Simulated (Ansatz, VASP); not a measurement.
**One calculation of CdTe, two programs**

```
Cd Te
1.0
     0.00000    3.60569    3.27790
     3.27790    0.00000    3.27790
     3.27790    3.60569    0.00000
Cd Te
1 1
Direct
  0.00000 0.00000 0.00000
  0.75000 0.75000 0.75000
```

Change from the starting cell: strain +0.1000 x Voigt [0, 1, 0, 0, 0, 0], atoms carried along.

Alike in both runs: task single point; functional r2SCAN; k mesh 8 × 8 × 8; occupations gaussian, width 0.05 eV; no spin polarisation.

|  | VASP | Ansatz |
| --- | --- | --- |
| version | VASP 6.6.1 | Ansatz 0.2.0 |
| potentials or method | VASP PAW PBE potentials, release 64 (Cd, Te), cutoff 520 eV | scalar-relativistic, plane waves, PAW |
| valence electrons in the cell | 18 | 36 |

```csv
,VASP,Ansatz,Ansatz less VASP
gap on the k mesh at the Fermi level (eV),0.71,0.72,+0.010
least direct gap on the mesh (eV),0.71,0.72,+0.010
pressure (GPa),-3.1,-3.1,-0.08
"traceless stress, the component that is largest in VASP (GPa)",-1.39,-1.39,+0.001
```

VASP's potentials were made for PBE, not for r2SCAN. With one functional, cell and mesh, what is left measures potentials, basis and numerics. VASP's potentials hold 18 valence electrons a cell and Ansatz's 36, so a difference there can come from the potentials and not from the codes.

Neither program's run includes spin-orbit coupling.
